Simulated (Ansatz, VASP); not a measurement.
## Two plane-wave programs on Ge

Contents of INCAR:

```
ALGO = Fast ; EDIFF = 1E-6
EDIFFG = -0.01 ; ENCUT = 600
GGA = PS ; IBRION = 2
ISIF = 3 ; ISMEAR = 0
LASPH = T ; LCHARG = F
LREAL = F ; LWAVE = F
NELM = 100 ; NSW = 100
PREC = Accurate ; SIGMA = 0.1
```

Contents of KPOINTS:

```
k-points
0
Gamma
  8 8 8
```

Contents of POSCAR:

```
Ge
1.0
   -3.4841702800      3.4841702800      3.4841702800
    3.4841702800     -3.4841702800      3.4841702800
    3.4841702800      3.4841702800     -3.4841702800
Ge
8
Direct
    0.5000000000      0.0000000000      0.7988990800
    0.7988990800      0.5000000000      0.0000000000
    0.0000000000      0.7988990800      0.5000000000
    0.7011009200      0.7011009200      0.7011009200
    0.5000000000      0.0000000000      0.2011009200
    0.2011009200      0.5000000000      0.0000000000
    0.0000000000      0.2011009200      0.5000000000
    0.2988990800      0.2988990800      0.2988990800
```

Input for Ansatz:

```yaml
crystal:
  lattice:
    - [-3.48417028, 3.48417028, 3.48417028]
    - [3.48417028, -3.48417028, 3.48417028]
    - [3.48417028, 3.48417028, -3.48417028]
  atoms:
    - { symbol: Ge, position: [0.5, 0.0, 0.79889908] }
    - { symbol: Ge, position: [0.79889908, 0.5, 0.0] }
    - { symbol: Ge, position: [0.0, 0.79889908, 0.5] }
    - { symbol: Ge, position: [0.70110092, 0.70110092, 0.70110092] }
    - { symbol: Ge, position: [0.5, 0.0, 0.20110092] }
    - { symbol: Ge, position: [0.20110092, 0.5, 0.0] }
    - { symbol: Ge, position: [0.0, 0.20110092, 0.5] }
    - { symbol: Ge, position: [0.29889908, 0.29889908, 0.29889908] }
basis:
  ecutwfc: 420
kpoints:
  mp_grid: { grid: [8, 8, 8] }
hamiltonian:
  xc: pbesol
scf:
  occupations: { method: gaussian, width: 0.1 }
output:
  forces: true
  stress: true
  eigenvalues: true
relax:
  adjacent_minimum: "off"
  f_tol: 0.01
  max_steps: 80
  cell: { stress_tol: 0.05 }
```

Alike in both runs: task relaxation of cell and atoms; functional PBEsol; k mesh 8 × 8 × 8; occupations gaussian, width 0.1 eV; no spin polarisation.

```csv
,VASP,Ansatz
version,VASP 6.6.1,Ansatz 0.2.0
potentials or method,"VASP PAW PBE potentials, release 64 (Ge_d), cutoff 600 eV","scalar-relativistic, plane waves, PAW"
valence electrons in the cell,112,112
```

|  | VASP | Ansatz | Ansatz less VASP |
| --- | --- | --- | --- |
| gap on the k mesh at the Fermi level, each at its own relaxed structure (eV) | none | none | - |
| relaxed volume (Å³/atom) | 20.86 | 20.88 | +0.021 |
| relaxed length of the cell vector where the two differ most in proportion (Å) | 6.008 | 6.010 | +0.0020 |

VASP's potentials were made for PBE, not for PBEsol. A gap of «none» marks a metal or a gap that the smearing closes.
